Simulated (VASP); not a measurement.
Wanted: the native input for a VASP 6.6.1 run.

- Task: single point
- Functional: PBE
- Dispersion: D3(BJ)
- Potentials or basis: VASP PAW PBE potentials, release 64 (Mo_sv, S)
- Cutoff: 520 eV
- k mesh: 12 × 12 × 4
- Occupations: gaussian, width 0.05 eV
- Spin: no spin polarisation
- Dipole correction: no
- Further INCAR settings: ALGO = Normal; EDIFF = 1e-06; NBANDS = 35

The structure of MoS2 lies in POSCAR:

```
MoS2
1.0
    3.1493579417      0.0000000000      0.0000000000
   -1.5746789709      2.7274239831      0.0000000000
    0.0000000000      0.0000000000     12.0917670417
Mo S
2 4
Direct
    0.3333333333      0.6666666667      0.2500000000
    0.6666666667      0.3333333333      0.7500000000
    0.3333333333      0.6666666667      0.6254588542
    0.6666666667      0.3333333333      0.1254588542
    0.3333333333      0.6666666667      0.8745411458
    0.6666666667      0.3333333333      0.3745411458
```

This cell differs from its parent crystal: atoms displaced along a vibrational mode.

The input as run:

INCAR

```
PREC = Accurate
ENCUT = 520
EDIFF = 1E-6
ISMEAR = 0
SIGMA = 0.05
LREAL = F
LASPH = T
NELM = 80
ALGO = Normal
ISIF = 2
LWAVE = F
LCHARG = F
GGA = PE
IVDW = 12
NBANDS = 35
```

KPOINTS

```
regular mesh
0
Gamma
  12 12 4
```

Potentials or basis: VASP PAW PBE potentials, release 64 (Mo_sv, S).

The run is started by

```bash
$ cat potpaw_PBE.64/Mo_sv/POTCAR potpaw_PBE.64/S/POTCAR > POTCAR
$ mpirun -np 1 vasp_std > vasp.out
```

Results of the run:

| Property | Result |
| --- | --- |
| Pressure | 6.2 GPa |
| Largest force | 1.262 eV/Å |
| Band gap on the k mesh | 0.72 eV (least direct gap 1.61 eV) |
| Dispersion energy per atom | -0.437 eV |

Caveat: the cell differs from its parent crystal (atoms displaced along a vibrational mode); the stress differs along the axes, from 4 to 11 GPa; forces of over 1 eV/Å act on the atoms, so gaps and moduli don't describe the material at rest.

It took 2 min on 1 thread of Intel(R) Xeon(R) Platinum 8259CL CPU @ 2.50GHz (Skylake/Cascade Lake) (shared host), peak memory 0.32 GiB.
